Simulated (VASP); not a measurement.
Crystal: Sn.

```
CELL_PARAMETERS angstrom
0.00000 3.23334 3.23334
3.23334 0.00000 3.23334
3.23334 3.23334 0.00000
ATOMIC_POSITIONS crystal
Sn 0.75466 0.74762 0.74550
Sn 0.48895 0.48491 0.50095
```

This cell differs from its parent crystal: atoms moved at random.

| Quantity | Value |
| --- | --- |
| Program | VASP 6.6.1 |
| Task | relaxation of the atoms |
| Functional | revPBE |
| Dispersion | D4 |
| Potentials or basis | VASP PAW PBE potentials, release 64 (Sn_d) |
| Cutoff | 450 eV |
| k mesh | 6 × 6 × 6 |
| Occupations | methfessel-paxton, width 0.01 eV |
| Spin | no spin polarisation |

At the start: pressure 2.3 GPa; volume 33.80 Å³/atom.

Task: Where does the relaxation end?

Result: Over 10 steps the energy falls by 19.6 meV/atom; space group Imma (No. 74, to 0.1 Å) before, Fd-3m (No. 227, to 0.1 Å).

Step by step:
| step | energy change (eV) | largest force (eV/Å) | pressure (GPa) |
| --- | --- | --- | --- |
| 1 | 0.0000 | 0.8108 | 2.30 |
| 2 | -0.0376 | 0.1572 | 2.16 |
| 3 | -0.0390 | 0.0420 | 2.18 |
| 4 | -0.0390 | 0.0332 | 2.17 |
| 5 | -0.0390 | 0.0342 | 2.17 |
| 6 | -0.0391 | 0.0225 | 2.19 |
| 7 | -0.0392 | 0.0124 | 2.19 |
| 8 | -0.0392 | 0.0101 | 2.19 |
| 9 | -0.0392 | 0.0100 | 2.19 |
| 10 | -0.0392 | 0.0026 | 2.19 |

Final structure:
```
CELL_PARAMETERS angstrom
0.00000 3.23334 3.23334
3.23334 0.00000 3.23334
3.23334 3.23334 0.00000
ATOMIC_POSITIONS crystal
Sn 0.74685 0.74131 0.74819
Sn 0.49676 0.49122 0.49825
```

Caveat: the cell differs from its parent crystal (atoms moved at random); the PAW data sets were made with another functional, which shifts forces and pressure a little.
